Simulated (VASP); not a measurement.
# WS2 (R3m) in VASP: notebook, part 2 of 3

VASP 6.6.1. Earlier steps stand in the parts before.

**4. Electric field gradients, PBEsol (equal xx and yy strain of +2 %)**

INCAR

```
PREC     = Accurate       # precision mode
ENCUT    = 520            # plane-wave cutoff, eV
EDIFF    = 1E-8           # SCF threshold, eV
ISMEAR   = -1             # smearing method
SIGMA    = 0.03           # smearing width, eV
LREAL    = False          # projectors in reciprocal space
LASPH    = True           # aspherical terms in the spheres
NELM     = 80             # most SCF steps
ALGO     = Normal         # electronic algorithm
ISIF     = 2              # what is computed and relaxed
LWAVE    = False          # write WAVECAR
LCHARG   = False          # write CHGCAR
GGA      = PS             # functional
LEFG     = True         
NBANDS   = 20             # bands
```

KPOINTS

```
Automatic mesh
0
Gamma
  15 15 15
```

POSCAR

```
WS2
1.0
    1.6105803920      0.9298690228      6.1633300000
   -1.6105803920      0.9298690228      6.1633300000
    0.0000000000     -1.8597380457      6.1633300000
W S
1 2
Direct
    0.0000000000      0.0000000000      0.0000000000
    0.7503000000      0.7503000000      0.7503000000
    0.5810000000      0.5810000000      0.5810000000
```

Potentials or basis: VASP PAW PBE potentials, release 64 (W_sv, S).

On the command line:

```sh
$ cat potpaw_PBE.64/W_sv/POTCAR potpaw_PBE.64/S/POTCAR > POTCAR
$ mpirun -np 1 vasp_std > vasp.out
```

OUTCAR:

```text
PREC = Accurate
   ENCUT = 520
   EDIFF = 1E-8
   ISMEAR = -1
   LREAL = False
   LASPH = True
   NELM = 80
   ISIF = 2
   GGA = PS

 ion  position               nearest neighbor table
   1  0.000  0.000  0.000-   2 2.42   2 2.42   2 2.42   3 2.44   3 2.44   3 2.44
   2  0.750  0.750  0.750-   1 2.42   1 2.42   1 2.42
   3  0.581  0.581  0.581-   1 2.44   1 2.44   1 2.44

  LATTYP: Found a trigonal (rhomboedric) cell.
 ALAT       =     6.4377994911
 COS(alpha) =     0.8748243319

  Lattice vectors:

 A1 = (   1.6105803920,   0.9298690228,   6.1633300000)
 A2 = (  -1.6105803920,   0.9298690228,   6.1633300000)
 A3 = (   0.0000000000,  -1.8597380457,   6.1633300000)

Analysis of symmetry for initial positions (statically):
=====================================================================
 Subroutine PRICEL returns:
 Original cell was already a primitive cell.

 Routine SETGRP: Setting up the symmetry group for a
 trigonal (rhombohedral) supercell.

 Subroutine GETGRP returns: Found  6 space group operations
 (whereof  6 operations were pure point group operations)
 out of a pool of 12 trial point group operations.

The static configuration has the point symmetry C_3v.

Analysis of symmetry for dynamics (positions and initial velocities):
=====================================================================
 Subroutine PRICEL returns:
 Original cell was already a primitive cell.

 Routine SETGRP: Setting up the symmetry group for a
 trigonal (rhombohedral) supercell.

 Subroutine GETGRP returns: Found  6 space group operations
 (whereof  6 operations were pure point group operations)
 out of a pool of 12 trial point group operations.

The dynamic configuration has the point symmetry C_3v.

 Subroutine INISYM returns: Found  6 space group operations
 (whereof  6 operations are pure point group operations),
 and found     1 'primitive' translations

----------------------------------------------------------------------------------------

                                     Primitive cell

  volume of cell :      55.3823

  direct lattice vectors                    reciprocal lattice vectors
     1.610580392  0.929869023  6.163330000     0.310447093  0.179236712  0.054083318
    -1.610580392  0.929869023  6.163330000    -0.310447093  0.179236712  0.054083318
     0.000000000 -1.859738046  6.163330000     0.000000000 -0.358473425  0.054083318

  length of vectors
     6.437799491  6.437799491  6.437799491     0.362530277  0.362530277  0.362530277

  position of ions in fractional coordinates (direct lattice)
     0.000000000  0.000000000  0.000000000
     0.750300000  0.750300000  0.750300000
     0.581000000  0.581000000  0.581000000

  ion indices of the primitive-cell ions
   primitive index   ion index
                 1           1
                 2           2
                 3           3

[... 79 lines left out ...]
   POTIM  = 0.5000    time-step for ionic-motion
   TEBEG  =    0.0;   TEEND  =   0.0 temperature during run
   PSTRESS=    0.0 pullay stress
   NELECT =      26.0000    total number of electrons
   NUPDOWN=      -1.0000    fix difference up-down
   EMIN   =  10.00;   EMAX   =-10.00  energy-range for DOS
   EFERMI =   0.00;   METHOD = LEGACY
   ISMEAR =    -1;   SIGMA  =   0.03  broadening in eV -4-tet -1-fermi 0-gaus
   EFERMI_NEDOS =   21; number of points for ismear=-14 and -15
   IALGO  =     38    algorithm
   IMIX   =      4    mixing-type and parameters
     AMIX     =   0.40;   BMIX     =  1.00
     AMIX_MAG =   1.60;   BMIX_MAG =  1.00
  volume/ion in A,a.u.               =      18.46       124.58
  Fermi-wavevector in a.u.,A,eV,Ry     =   1.272357  2.404406 22.026368  1.618892
  Thomas-Fermi vector in A             =   2.405240
   LORBIT       =      0    0 simple, 1 ext, 2 COOP (PROOUT), +10 PAW based schemes
   GGA     = PS    functional components
   LHFCALC =     F    Hartree Fock is set to
   AEXX    =    0.0000 exact exchange contribution
   IVDW    =     0    specifies the selected vdW correction
   LEPSILON=     F    determine dielectric tensor
   LRPA    =     F    only Hartree local field effects (RPA)
 non-spin polarized calculation
  energy-cutoff  :      520.00
  volume of cell :       55.38
 maximum number of plane-waves:      1513
   NGX = 23   NGY = 23   NGZ = 23

 number of electron      26.0000001 magnetization

 Free energy of the ion-electron system (eV)
  ---------------------------------------------------
  ext. energy  EPLUGINS =         0.00000000
  ---------------------------------------------------
  free energy    TOTEN  =       -25.20524593 eV

  energy without entropy =      -25.20524593  energy(sigma->0) =      -25.20524593

 E-fermi :   7.4268     XC(G=0): -10.9255

 val. band max:        6.9941134607   @ k =   0.4667   0.4667   0.4667
 cond. band min:       7.9340260081   @ k =  -0.2000   0.4667   0.1333
 fundamental gap:      0.9399125474
 Fermi energy:         7.4267552481

 k-point     1 :       0.0000    0.0000    0.0000
  band No.  band energies     occupation
      1     -67.7566      2.00000
      2     -31.9690      2.00000
      3     -31.8487      2.00000
      4     -31.8487      2.00000
      5      -8.4543      2.00000
      6      -6.5112      2.00000
[... 541 lines left out ...]
     19      15.2551      0.00000
     20      15.7361      0.00000

 [... further k-points ...]

------------------------ aborting loop because EDIFF is reached ----------------------------------------

  FORCE on cell =-STRESS in cart. coord.  units (eV):
  Direction    XX          YY          ZZ          XY          YZ          ZX
  --------------------------------------------------------------------------------------
  -------------------------------------------------------------------------------------
  Total       -2.6574315     -2.6574315     -1.3225965      0.0000000      0.0000000      0.0000000
  in kB      -76.8779521    -76.8779521    -38.2619484      0.0000000      0.0000000      0.0000000
  external PRESSURE =     -64.0059509 kB  Pullay stress =       0.0000000 kB

 VOLUME and BASIS-vectors are now :
 -----------------------------------------------------------------------------
  energy-cutoff  :      520.00
  volume of cell :       55.38
      direct lattice vectors                 reciprocal lattice vectors
     1.610580392  0.929869023  6.163330000     0.310447093  0.179236712  0.054083318
    -1.610580392  0.929869023  6.163330000    -0.310447093  0.179236712  0.054083318
     0.000000000 -1.859738046  6.163330000     0.000000000 -0.358473425  0.054083318

 POSITION                                       TOTAL-FORCE (eV/Angst)
 -----------------------------------------------------------------------------------
      0.00000      0.00000      0.00000         0.000000      0.000000     -0.547567
      0.00000     -0.00000     13.87304         0.000000      0.000000     -0.196829
      0.00000     -0.00000     10.74268         0.000000     -0.000000      0.744397
 -----------------------------------------------------------------------------------
    total drift:                                0.000000      0.000000      0.000109

  FREE ENERGIE OF THE ION-ELECTRON SYSTEM (eV)
  ---------------------------------------------------
  free  energy   TOTEN  =       -25.2052459345 eV

  energy  without entropy=      -25.2052459336  energy(sigma->0) =      -25.20524593

 Electric field gradients (V/A^2)
---------------------------------------------------------------------
 ion       V_xx      V_yy      V_zz      V_xy      V_xz      V_yz
---------------------------------------------------------------------
   1      77.617    77.617  -155.235     0.000     0.000     0.000
   2      25.071    25.071   -50.142     0.000     0.000     0.000
   3      21.410    21.410   -42.820    -0.000     0.000     0.000
---------------------------------------------------------------------

 Electric field gradients after diagonalization (V/A^2)
 (convention: |V_zz| > |V_xx| > |V_yy|)
----------------------------------------------------------------------
 ion       V_xx      V_yy      V_zz     asymmetry (V_yy - V_xx)/ V_zz
----------------------------------------------------------------------
   1      77.617    77.617  -155.235       0.000
   2      25.071    25.071   -50.142       0.000
   3      21.410    21.410   -42.820       0.000
----------------------------------------------------------------------

           NMR quadrupolar parameters

 Cq : quadrupolar parameter    Cq=e*Q*V_zz/h
 eta: asymmetry parameters     (V_yy - V_xx)/ V_zz
 Q  : nuclear electric quadrupole moment in mb (millibarn)
----------------------------------------------------------------------
 ion       Cq(MHz)       eta       Q (mb)
----------------------------------------------------------------------
   1      -0.375       0.000       1.000
   2      -0.121       0.000       1.000
   3      -0.104       0.000       1.000
----------------------------------------------------------------------
```

It took 13 min on 1 thread of Intel Xeon Platinum 8259CL at 2.50GHz (Skylake/Cascade Lake), shared host; peak memory 0.57 GiB.

Results:

```
Free energy                             : -25.2052 eV
Pressure                                : -6.4 GPa
Largest force                           : 0.744 eV/Å
Band gap on the k mesh                  : 0.94 eV (least direct gap 1.68 eV)
Largest electric field gradient by atom : W -155.2; S -50.1, -42.8 V/Å²
```

Forces in eV/Å, atoms in the order of the input:
```
W    0.000  0.000 -0.548
S    0.000  0.000 -0.197
S    0.000  0.000  0.744
```

Stress tensor (GPa, compression positive):
```
-7.69  0.00  0.00
 0.00 -7.69  0.00
 0.00  0.00 -3.83
```

Electric field gradients, principal values (V/Å²):
```tsv
atom	least	middle	greatest (by size)
1 W	77.617	77.617	-155.235
2 S	25.071	25.071	-50.142
3 S	21.410	21.410	-42.820
```

Caveat: the cell differs from its parent crystal (equal xx and yy strain of +2 %); the cell stands under tension; without QUAD_EFG the Cq values of the log hold for a quadrupole moment of 1 mb, not for the nuclei; the PAW data sets were made with another functional, which shifts forces and pressure a little; spin-orbit coupling is left out, which moves the levels of the heavy elements; an odd mesh through Γ misses points on the zone boundary, where band edges can lie.

**5. Electric field gradients, PBEsol (18.45 Å³/atom)**

This run uses another cell than the first one, of 18.45 Å³/atom.

INCAR

```
SYSTEM = WS2
PREC = Accurate ; ENCUT = 520
EDIFF = 1E-8 ; ISMEAR = -1
SIGMA = 0.03 ; LREAL = .FALSE.
LASPH = .TRUE. ; NELM = 80
ALGO = Normal ; ISIF = 2
LWAVE = .FALSE. ; LCHARG = .FALSE.
GGA = PS ; LEFG = .TRUE.
NBANDS = 20
```

KPOINTS

```
Automatic mesh
0
G
  15 15 15
  0 0 0
```

POSCAR

```
WS2
1.0
    1.5997790880      0.9236328871      6.2444357484
   -1.5997790880      0.9236328871      6.2444357484
    0.0000000000     -1.8472657741      6.2444357484
W S
1 2
Direct
    0.0000000000      0.0000000000      0.0000000000
    0.7503000000      0.7503000000      0.7503000000
    0.5810000000      0.5810000000      0.5810000000
```

Potentials or basis: VASP PAW PBE potentials, release 64 (W_sv, S).

On the command line:

```sh
$ cat potpaw_PBE.64/W_sv/POTCAR potpaw_PBE.64/S/POTCAR > POTCAR
$ mpirun -np 1 vasp_std > vasp.out
```

OUTCAR:

```text
SYSTEM = WS2
   PREC = Accurate
   ENCUT = 520
   EDIFF = 1E-8
   ISMEAR = -1
   LREAL = .FALSE.
   LASPH = .TRUE.
   NELM = 80
   ISIF = 2
   GGA = PS

 ion  position               nearest neighbor table
   1  0.000  0.000  0.000-   2 2.42   2 2.42   2 2.42   3 2.45   3 2.45   3 2.45
   2  0.750  0.750  0.750-   1 2.42   1 2.42   1 2.42
   3  0.581  0.581  0.581-   1 2.45   1 2.45   1 2.45

  LATTYP: Found a trigonal (rhomboedric) cell.
 ALAT       =     6.5119404678
 COS(alpha) =     0.8792939096

  Lattice vectors:

 A1 = (   1.5997790880,   0.9236328871,   6.2444357484)
[... 771 lines left out ...]

 Electric field gradients (V/A^2)
---------------------------------------------------------------------
 ion       V_xx      V_yy      V_zz      V_xy      V_xz      V_yz
---------------------------------------------------------------------
   1      73.118    73.118  -146.235     0.000     0.000    -0.000
   2      22.956    22.956   -45.913     0.000     0.000    -0.000
   3      19.188    19.188   -38.376    -0.000     0.000    -0.000
---------------------------------------------------------------------

 Electric field gradients after diagonalization (V/A^2)
 (convention: |V_zz| > |V_xx| > |V_yy|)
----------------------------------------------------------------------
 ion       V_xx      V_yy      V_zz     asymmetry (V_yy - V_xx)/ V_zz
----------------------------------------------------------------------
   1      73.118    73.118  -146.235       0.000
   2      22.956    22.956   -45.913       0.000
   3      19.188    19.188   -38.376       0.000
----------------------------------------------------------------------

           NMR quadrupolar parameters

 Cq : quadrupolar parameter    Cq=e*Q*V_zz/h
 eta: asymmetry parameters     (V_yy - V_xx)/ V_zz
 Q  : nuclear electric quadrupole moment in mb (millibarn)
----------------------------------------------------------------------
 ion       Cq(MHz)       eta       Q (mb)
----------------------------------------------------------------------
   1      -0.354       0.000       1.000
   2      -0.111       0.000       1.000
   3      -0.093       0.000       1.000
----------------------------------------------------------------------
```

OSZICAR:

```text
N       E                     dE             d eps       ncg     rms          rms(c)
DAV:   1     0.195568998193E+03    0.19557E+03   -0.12994E+04 13768   0.129E+03
DAV:   2    -0.162130686790E+02   -0.21178E+03   -0.20489E+03 16016   0.339E+02
DAV:   3    -0.264451383004E+02   -0.10232E+02   -0.10125E+02 17484   0.700E+01
DAV:   4    -0.265898556984E+02   -0.14472E+00   -0.14462E+00 16552   0.907E+00
DAV:   5    -0.265924054591E+02   -0.25498E-02   -0.25496E-02 17160   0.126E+00    0.256E+01
DAV:   6    -0.254296253273E+02    0.11628E+01   -0.64183E+00 15172   0.169E+01    0.102E+01
DAV:   7    -0.252778778388E+02    0.15175E+00   -0.15397E+00 14432   0.687E+00    0.532E+00
DAV:   8    -0.252174679317E+02    0.60410E-01   -0.28864E-01 15964   0.354E+00    0.114E+00
DAV:   9    -0.252164166190E+02    0.10513E-02   -0.11777E-02 17280   0.735E-01    0.512E-01
DAV:  10    -0.252160554067E+02    0.36121E-03   -0.40585E-03 16132   0.455E-01    0.705E-02
DAV:  11    -0.252160179844E+02    0.37422E-04   -0.59855E-04 15500   0.160E-01    0.576E-02
DAV:  12    -0.252160225467E+02   -0.45623E-05   -0.59317E-05 16036   0.588E-02    0.126E-02
DAV:  13    -0.252160277580E+02   -0.52113E-05   -0.83052E-06 15764   0.202E-02    0.723E-03
DAV:  14    -0.252160279331E+02   -0.17514E-06   -0.12972E-06 16496   0.630E-03    0.163E-03
DAV:  15    -0.252160279856E+02   -0.52460E-07   -0.21312E-07 16768   0.309E-03    0.190E-03
DAV:  16    -0.252160279983E+02   -0.12704E-07   -0.11573E-08 13216   0.678E-04    0.488E-04
DAV:  17    -0.252160280006E+02   -0.22860E-08   -0.12496E-09  9544   0.266E-04
   1 F= -.25216028E+02 E0= -.25216028E+02  d E =-.132606E-09
```

It took 9.3 min on 1 thread of Intel Xeon 6975P-C (Granite Rapids), shared host; peak memory 0.57 GiB.

Results:

```yaml
Free_energy: -25.2160 eV
Pressure: -6.5 GPa
Largest_force: 0.981 eV/Å
Band_gap_on_the_k_mesh: 1.06 eV (least direct gap 1.80 eV)
Largest_electric_field_gradient_by_atom: W -146.2; S -45.9, -38.4 V/Å²
```

Forces in eV/Å, atoms in the order of the input:
```
W    0.000  0.000 -0.548
S    0.000  0.000 -0.433
S    0.000  0.000  0.981
```

Stress tensor (GPa, compression positive):
```
-6.70  0.00  0.00
 0.00 -6.70  0.00
 0.00  0.00 -6.21
```

Levels at points of the mesh, in eV from the valence-band top:
| k point | band 11 | band 12 | band 13 | band 14 | band 15 | band 16 |
| --- | --- | --- | --- | --- | --- | --- |
| (0.00, 0.00, 0.00) | -2.17 | -1.51 | -1.09 | 2.15 | 2.15 | 2.45 |

Electric field gradients, principal values (V/Å²):
| atom | least | middle | greatest (by size) |
| --- | --- | --- | --- |
| 1 W | 73.118 | 73.118 | -146.235 |
| 2 S | 22.956 | 22.956 | -45.913 |
| 3 S | 19.188 | 19.188 | -38.376 |

Caveat: the cell stands under tension; without QUAD_EFG the Cq values of the log hold for a quadrupole moment of 1 mb, not for the nuclei; the PAW data sets were made with another functional, which shifts forces and pressure a little; spin-orbit coupling is left out, which moves the levels of the heavy elements; an odd mesh through Γ misses points on the zone boundary, where band edges can lie.

(Continued in part 3 of 3.)
